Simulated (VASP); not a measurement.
# Ta3Te2 (R-3c) in VASP: single point with PBE

Aim: the single point of Ta3Te2 with PBE.

Everything below comes from runs of VASP 6.6.1. Logs are shortened: lines on timing, memory, paths and dates and some standing lists are left out, and cuts for length are marked.

### 1 The cell of the first run

The structure is trigonal, space group R-3c (No. 167). The conventional cell has a = 7.028 Å, b = 7.028 Å, c = 16.094 Å, α = 90.00°, β = 90.00°, γ = 120.00°. Within 3.6 Å of Ta (site symmetry 2) lie 4 Ta at 2.76 to 3.38 Å and 4 Te at 2.81 to 2.89 Å. Within 3.7 Å of Te (site symmetry 3) lie 6 Ta at 2.81 to 2.89 Å and 1 Te at 3.23 Å.

### 2 Single point, PBE

The input, INCAR:

```
SYSTEM = Ta3Te2
PREC = Accurate
ENCUT = 520
EDIFF = 1E-6
ISMEAR = 0
SIGMA = 0.1
LREAL = .FALSE.
LASPH = .TRUE.
NELM = 100
ALGO = Fast
ISIF = 2
LWAVE = .FALSE.
LCHARG = .FALSE.
GGA = PE
NBANDS = 56
```

The input, KPOINTS:

```
regular mesh
0
G
  3 3 3
  0 0 0
```

The input, POSCAR:

```
Ta3Te2
1.0
    3.5140905333      2.0288611153      5.3648172738
   -3.5140905333      2.0288611153      5.3648172738
    0.0000000000     -4.0577222307      5.3648172737
Ta Te
6 4
Direct
   -0.0232745113      0.5232745113      0.7500000000
    0.7500000000     -0.0232745113      0.5232745113
    0.5232745113      0.7500000000     -0.0232745113
    1.0232745113      0.4767254887      0.2500000000
    0.2500000000      1.0232745113      0.4767254887
    0.4767254887      0.2500000000      1.0232745113
    0.8995233425      0.8995233425      0.8995233425
    0.6004766575      0.6004766575      0.6004766575
    0.1004766575      0.1004766575      0.1004766575
    0.3995233425      0.3995233425      0.3995233425
```

Potentials or basis: VASP PAW PBE potentials, release 64 (Ta_pv, Te).

On the command line:

```console
$ cat potpaw_PBE.64/Ta_pv/POTCAR potpaw_PBE.64/Te/POTCAR > POTCAR
$ mpirun -np 1 vasp_std > vasp.out
```

OUTCAR:

```text
SYSTEM = Ta3Te2
   PREC = Accurate
   ENCUT = 520
   EDIFF = 1E-6
   ISMEAR = 0
   LREAL = .FALSE.
   LASPH = .TRUE.
   NELM = 100
   ISIF = 2
   GGA = PE

 ion  position               nearest neighbor table
   1  0.977  0.523  0.750-   2 2.76   3 2.76   9 2.81  10 2.81   7 2.89   8 2.89   4 3.38   4 3.38

   2  0.750  0.977  0.523-   3 2.76   1 2.76   9 2.81  10 2.81   7 2.89   8 2.89   5 3.38   5 3.38

   3  0.523  0.750  0.977-   2 2.76   1 2.76  10 2.81   9 2.81   8 2.89   7 2.89   6 3.38   6 3.38

   4  0.023  0.477  0.250-   5 2.76   6 2.76   7 2.81   8 2.81   9 2.89  10 2.89   1 3.38   1 3.38

   5  0.250  0.023  0.477-   6 2.76   4 2.76   7 2.81   8 2.81   9 2.89  10 2.89   2 3.38   2 3.38

   6  0.477  0.250  0.023-   5 2.76   4 2.76   8 2.81   7 2.81  10 2.89   9 2.89   3 3.38   3 3.38

   7  0.900  0.900  0.900-   5 2.81   4 2.81   6 2.81   2 2.89   1 2.89   3 2.89   9 3.23
   8  0.600  0.600  0.600-   6 2.81   4 2.81   5 2.81   3 2.89   1 2.89   2 2.89  10 3.23
   9  0.100  0.100  0.100-   2 2.81   1 2.81   3 2.81   5 2.89   4 2.89   6 2.89   7 3.23
  10  0.400  0.400  0.400-   3 2.81   1 2.81   2 2.81   6 2.89   4 2.89   5 2.89   8 3.23

  LATTYP: Found a trigonal (rhomboedric) cell.
 ALAT       =     6.7265425058
 COS(alpha) =     0.4541515193

  Lattice vectors:

 A1 = (   3.5140905333,   2.0288611153,   5.3648172738)
 A2 = (  -3.5140905333,   2.0288611153,   5.3648172738)
 A3 = (   0.0000000000,  -4.0577222307,   5.3648172737)

Analysis of symmetry for initial positions (statically):
=====================================================================
 Subroutine PRICEL returns:
 Original cell was already a primitive cell.

 Routine SETGRP: Setting up the symmetry group for a
 trigonal (rhombohedral) supercell.

 Subroutine GETGRP returns: Found 12 space group operations
 (whereof  6 operations were pure point group operations)
 out of a pool of 12 trial point group operations.

The static configuration has the point symmetry S_6 .
 The point group associated with its full space group is D_3d.

Analysis of symmetry for dynamics (positions and initial velocities):
=====================================================================
 Subroutine PRICEL returns:
 Original cell was already a primitive cell.

 Routine SETGRP: Setting up the symmetry group for a
 trigonal (rhombohedral) supercell.

 Subroutine GETGRP returns: Found 12 space group operations
 (whereof  6 operations were pure point group operations)
 out of a pool of 12 trial point group operations.

The dynamic configuration has the point symmetry S_6 .
 The point group associated with its full space group is D_3d.

 Subroutine INISYM returns: Found 12 space group operations
 (whereof  6 operations are pure point group operations),
 and found     1 'primitive' translations

----------------------------------------------------------------------------------------

                                     Primitive cell

  volume of cell :     229.4941

  direct lattice vectors                    reciprocal lattice vectors
     3.514090533  2.028861115  5.364817274     0.142284325  0.082147893  0.062133213
    -3.514090533  2.028861115  5.364817274    -0.142284325  0.082147893  0.062133213
     0.000000000 -4.057722231  5.364817274     0.000000000 -0.164295787  0.062133213

  length of vectors
     6.726542506  6.726542506  6.726542506     0.175652047  0.175652047  0.175652047

  position of ions in fractional coordinates (direct lattice)
     0.976725489  0.523274511  0.750000000
     0.750000000  0.976725489  0.523274511
     0.523274511  0.750000000  0.976725489
     0.023274511  0.476725489  0.250000000
     0.250000000  0.023274511  0.476725489
     0.476725489  0.250000000  0.023274511
     0.899523342  0.899523342  0.899523342
     0.600476658  0.600476658  0.600476658
     0.100476658  0.100476658  0.100476658
     0.399523342  0.399523342  0.399523342

  ion indices of the primitive-cell ions
   primitive index   ion index
                 1           1
                 2           2
                 3           3
                 4           4
                 5           5
                 6           6
                 7           7
                 8           8
                 9           9
                10          10

----------------------------------------------------------------------------------------

 KPOINTS: regular mesh

Automatic generation of k-mesh.
 Grid dimensions read from file:
 generate k-points for:    3    3    3

 Generating k-lattice:

  Cartesian coordinates                     Fractional coordinates (reciprocal lattice)
     0.047428108  0.027382631  0.020711071     0.333333333  0.000000000  0.000000000
    -0.047428108  0.027382631  0.020711071     0.000000000  0.333333333  0.000000000
     0.000000000 -0.054765262  0.020711071     0.000000000  0.000000000  0.333333333

  Length of vectors
     0.058550682  0.058550682  0.058550682

  Shift w.r.t. Gamma in fractional coordinates (k-lattice)
     0.000000000  0.000000000  0.000000000

 Subroutine IBZKPT returns following result:
 ===========================================

 Found      6 irreducible k-points:

 Following reciprocal coordinates:
            Coordinates               Weight
  0.000000  0.000000  0.000000      1.000000
  0.333333 -0.000000  0.000000      6.000000
  0.333333  0.333333  0.000000      6.000000
 -0.333333  0.333333  0.000000      6.000000
  0.333333  0.333333  0.333333      2.000000
 -0.333333  0.333333  0.333333      6.000000
   k-points           NKPTS =      6   k-points in BZ     NKDIM =      6   number of bands    NBANDS=     56
   number of dos      NEDOS =    301   number of ions     NIONS =     10
   total plane-waves  NPLWV = 125000
   dimension x,y,z NGX =    50 NGY =   50 NGZ =   50
   dimension x,y,z NGXF=   100 NGYF=  100 NGZF=  100
   ions per type =               6   4
   NGX,Y,Z   is equivalent  to a cutoff of  12.36, 12.36, 12.36 a.u.
   NGXF,Y,Z  is equivalent  to a cutoff of  24.71, 24.71, 24.71 a.u.
 SYSTEM =  Ta3Te2
   PREC   = accura    normal or accurate (medium, high low for compatibility)
   ISTART =      0    job   : 0-new  1-cont  2-samecut
   ICHARG =      2    charge: 1-file 2-atom 10-const
   ISPIN  =      1    spin polarized calculation?
   LNONCOLLINEAR =      F non collinear calculations
   LSORBIT =      F    spin-orbit coupling
   LASPH  =      T    aspherical Exc in radial PAW
   ENCUT  =  520.0 eV  38.22 Ry    6.18 a.u.  12.51 12.51 12.51*2*pi/ulx,y,z
   NELM   =    100;   NELMIN=  2; NELMDL= -5     # of ELM steps
   EDIFF  = 0.1E-05   stopping-criterion for ELM
   LREAL  =      F    real-space projection
   EDIFFG = 0.1E-04   stopping-criterion for IOM
   NSW    =      0    number of steps for IOM
   IBRION =     -1    ionic relax: 0-MD 1-quasi-New 2-CG
   NFREE  =      0    steps in history (QN), initial steepest desc. (CG)
   ISIF   =      2    stress and relaxation
   ISYM   =      2    0-nonsym 1-usesym 2-fastsym
   POTIM  = 0.5000    time-step for ionic-motion
   TEBEG  =    0.0;   TEEND  =   0.0 temperature during run
   PSTRESS=    0.0 pullay stress
   NELECT =      90.0000    total number of electrons
   NUPDOWN=      -1.0000    fix difference up-down
   EMIN   =  10.00;   EMAX   =-10.00  energy-range for DOS
   EFERMI =   0.00;   METHOD = LEGACY
   ISMEAR =     0;   SIGMA  =   0.10  broadening in eV -4-tet -1-fermi 0-gaus
   EFERMI_NEDOS =   21; number of points for ismear=-14 and -15
   IALGO  =     68    algorithm
   IMIX   =      4    mixing-type and parameters
     AMIX     =   0.40;   BMIX     =  1.00
     AMIX_MAG =   1.60;   BMIX_MAG =  1.00
  volume/ion in A,a.u.               =      22.95       154.87
  Fermi-wavevector in a.u.,A,eV,Ry     =   1.198299  2.264457 19.536883  1.435920
  Thomas-Fermi vector in A             =   2.334192
   LORBIT       =      0    0 simple, 1 ext, 2 COOP (PROOUT), +10 PAW based schemes
   GGA     = PE    functional components
   LHFCALC =     F    Hartree Fock is set to
   AEXX    =    0.0000 exact exchange contribution
   IVDW    =     0    specifies the selected vdW correction
   LEPSILON=     F    determine dielectric tensor
   LRPA    =     F    only Hartree local field effects (RPA)
 non-spin polarized calculation
 RMM-DIIS sequential band-by-band and
 Gauss-broadening in eV      SIGMA  =   0.10
  energy-cutoff  :      520.00
  volume of cell :      229.49
 maximum number of plane-waves:      6211
 NGX is ok and might be reduce to    50
   NGX = 25   NGY = 25   NGZ = 25

 number of electron      90.0000001 magnetization

 Free energy of the ion-electron system (eV)
  ---------------------------------------------------
  ext. energy  EPLUGINS =         0.00000000
  ---------------------------------------------------
  free energy    TOTEN  =       -78.54682919 eV

  energy without entropy =      -78.49681460  energy(sigma->0) =      -78.52182189

 E-fermi :   7.3579     XC(G=0): -11.1033

 val. band max:        7.3231902464   @ k =  -0.3333   0.3333   0.3333
 cond. band min:       7.3723656141   @ k =   0.3333   0.3333   0.0000
 fundamental gap:      0.0491753678
 Fermi energy:         7.3579017582

 k-point     1 :       0.0000    0.0000    0.0000
  band No.  band energies     occupation
      1     -28.0519      2.00000
      2     -28.0197      2.00000
      3     -27.7865      2.00000
      4     -27.7437      2.00000
      5     -27.7437      2.00000
      6     -27.7369      2.00000
[... 48 lines left out ...]
     55       8.9498      0.00000
     56       8.9539      0.00000

 k-point     2 :       0.3333   -0.0000    0.0000
  band No.  band energies     occupation
      1     -28.0426      2.00000
      2     -28.0265      2.00000
      3     -27.7775      2.00000
      4     -27.7593      2.00000
      5     -27.7317      2.00000
      6     -27.7290      2.00000
[... 229 lines left out ...]
  band No.  band energies     occupation
      1     -28.0345      2.00000
      2     -28.0345      2.00000
      3     -27.7484      2.00000
      4     -27.7449      2.00000
      5     -27.7386      2.00000
      6     -27.7201      2.00000
[... 48 lines left out ...]
     55       9.2073      0.00000
     56       9.3913      0.00000

------------------------ aborting loop because EDIFF is reached ----------------------------------------

  FORCE on cell =-STRESS in cart. coord.  units (eV):
  Direction    XX          YY          ZZ          XY          YZ          ZX
  --------------------------------------------------------------------------------------
  -------------------------------------------------------------------------------------
  Total       -0.3486262     -0.3486262     -0.1014864      0.0000000     -0.0000000      0.0000000
  in kB       -2.4338802     -2.4338802     -0.7085117      0.0000000     -0.0000000      0.0000000
  external PRESSURE =      -1.8587574 kB  Pullay stress =       0.0000000 kB

 VOLUME and BASIS-vectors are now :
 -----------------------------------------------------------------------------
  energy-cutoff  :      520.00
  volume of cell :      229.49
      direct lattice vectors                 reciprocal lattice vectors
     3.514090533  2.028861115  5.364817274     0.142284325  0.082147893  0.062133213
    -3.514090533  2.028861115  5.364817274    -0.142284325  0.082147893  0.062133213
     0.000000000 -4.057722231  5.364817274     0.000000000 -0.164295787  0.062133213

 POSITION                                       TOTAL-FORCE (eV/Angst)
 -----------------------------------------------------------------------------------
      1.59347     -0.00000     12.07084        -0.015556     -0.000000     -0.000000
     -0.79673      1.37998     12.07084         0.007778     -0.013471     -0.000000
     -0.79673     -1.37998     12.07084         0.007778      0.013471      0.000000
     -1.59347     -0.00000      4.02361         0.015556     -0.000000      0.000000
      0.79673     -1.37998      4.02361        -0.007778      0.013471      0.000000
      0.79673      1.37998      4.02361        -0.007778     -0.013471     -0.000000
      0.00000     -0.00000     14.47734         0.000000     -0.000000      0.003639
      0.00000     -0.00000      9.66434         0.000000      0.000000     -0.003639
      0.00000     -0.00000      1.61712         0.000000      0.000000     -0.003639
      0.00000     -0.00000      6.43011         0.000000     -0.000000      0.003639
 -----------------------------------------------------------------------------------
    total drift:                                0.000000      0.000000     -0.000000

  FREE ENERGIE OF THE ION-ELECTRON SYSTEM (eV)
  ---------------------------------------------------
  free  energy   TOTEN  =       -78.5468291886 eV

  energy  without entropy=      -78.4968145993  energy(sigma->0) =      -78.52182189
```

It took 2.6 min on 1 thread of Intel Xeon Platinum 8488C (Sapphire Rapids), shared host; peak memory 0.37 GiB.

Results:

| Item | Value |
| --- | --- |
| Free energy | -78.5468 eV |
| Pressure | -0.2 GPa |
| Largest force | 0.016 eV/Å |
| Band gap on the k mesh | zero (band 45 reaches 7.37 eV, above the bottom of band 46 at 6.54 eV) |

Forces on the atoms (eV/Å):
```
Ta  -0.016  0.000  0.000
Ta   0.008 -0.013  0.000
Ta   0.008  0.013  0.000
Ta   0.016  0.000  0.000
Ta  -0.008  0.013  0.000
Ta  -0.008 -0.013  0.000
Te   0.000  0.000  0.004
Te   0.000  0.000 -0.004
Te   0.000  0.000 -0.004
Te   0.000  0.000  0.004
```

Stress tensor (GPa, compression positive):
```
-0.24  0.00  0.00
 0.00 -0.24  0.00
 0.00  0.00 -0.07
```

Caveat: the k points lie up to 0.37 Å⁻¹ apart; spin-orbit coupling is left out, which moves the levels of the heavy elements.
